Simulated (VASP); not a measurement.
Al3H:

```
CELL_PARAMETERS angstrom
5.61852 0.00000 0.00000
-2.80926 4.86578 0.00000
0.00000 0.00000 4.29608
ATOMIC_POSITIONS crystal
Al 0.17403 0.34807 0.75000
Al 0.82597 0.17403 0.25000
Al 0.82597 0.65193 0.25000
Al 0.17403 0.82597 0.75000
Al 0.65193 0.82597 0.75000
Al 0.34807 0.17403 0.25000
H 0.66667 0.33333 0.75000
H 0.33333 0.66667 0.25000
```

The cell was generated, and may not be a known phase.

- Program: VASP 6.6.1
- Task: relaxation of cell and atoms
- Functional: PBE
- Potentials or basis: VASP PAW PBE potentials, release 64 (Al, H)
- Cutoff: 600 eV
- k mesh: 12 × 12 × 10
- Occupations: gaussian, width 0.1 eV
- Spin: no spin polarisation

At the start: pressure 0.1 GPa; volume 14.68 Å³/atom.

Question: How do energy, volume and symmetry change on relaxing?

Answer: Over 10 steps the energy falls by 3.7 meV/atom and the volume is 14.73 Å³/atom (+0.3 %); space group P6_3/mmc (No. 194, to 0.1 Å) before and after.

Step by step:
| step | energy change (eV) | largest force (eV/Å) | pressure (GPa) | volume (Å³) |
| --- | --- | --- | --- | --- |
| 1 | 0.0000 | 0.0217 | 0.13 | 117.45 |
| 2 | -0.0045 | 0.0469 | 0.01 | 117.64 |
| 3 | -0.0132 | 0.1362 | -0.30 | 118.21 |
| 4 | -0.0036 | 0.2704 | -0.74 | 119.26 |
| 5 | -0.0165 | 0.1843 | -0.45 | 118.52 |
| 6 | -0.0197 | 0.1730 | -0.40 | 118.45 |
| 7 | -0.0253 | 0.1330 | -0.25 | 118.24 |
| 8 | -0.0258 | 0.1152 | -0.18 | 118.15 |
| 9 | -0.0282 | 0.0743 | -0.11 | 118.03 |
| 10 | -0.0299 | 0.0018 | 0.01 | 117.82 |

Final structure:
```xyz
8
Lattice="5.7195 0.0000 0.0000 -2.8597 4.9532 0.0000 0.0000 0.0000 4.1587" Properties=species:S:1:pos:R:3 pbc="T T T"
Al    0.0000    1.7507    3.1191
Al    4.2033    0.8754    1.0397
Al    2.8597    3.2025    1.0397
Al   -1.3436    4.0778    3.1191
Al    1.3436    4.0778    3.1191
Al    1.5162    0.8754    1.0397
H     2.8597    1.6511    3.1191
H     0.0000    3.3021    1.0397
```
